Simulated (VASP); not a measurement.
A run of VASP 6.6.1:

INCAR

```
SYSTEM = VH
  ALGO = Normal
  EDIFF = 1E-6
  EDIFFG = -0.04
  ENCUT = 600
  GGA = PE
  IBRION = 2
  ISIF = 3
  ISMEAR = 0
  LASPH = .True.
  LCHARG = .False.
  LREAL = .False.
  LWAVE = .False.
  NELM = 100
  NSW = 90
  PREC = Accurate
  SIGMA = 0.1
```

The input KPOINTS:

```
k-points
0
Gamma
  6 6 6
  0 0 0
```

POSCAR

```
VH
1.0
    2.9041546939      0.0000000000      0.0000000000
    0.0000000000      2.9041546939      0.0000000000
    0.0000000000      0.0000000000      3.6696519910
V H
2 2
Direct
    0.0000000000      0.5000000000      0.2351000000
    0.5000000000      0.0000000000      0.7649000000
    0.0000000000      0.0000000000      0.0000000000
    0.5000000000      0.5000000000      0.0000000000
```

Potentials or basis: VASP PAW PBE potentials, release 64 (V_sv, H).

The run is started by

```bash
$ cat potpaw_PBE.64/V_sv/POTCAR potpaw_PBE.64/H/POTCAR > POTCAR
$ mpirun -np 1 vasp_std > vasp.out
```

Hardware: 1 thread of AMD EPYC 9R45 96-Core Processor (Zen 5), with other jobs on the host.

**Question.** How long does it take, and how much memory?

**Answer.** Run time: 83 s on 1 thread of AMD EPYC 9R45 96-Core Processor (Zen 5), on a shared host, peak memory 0.13 GiB. Counts: scf iterations 92, k points 40, ion steps 11.
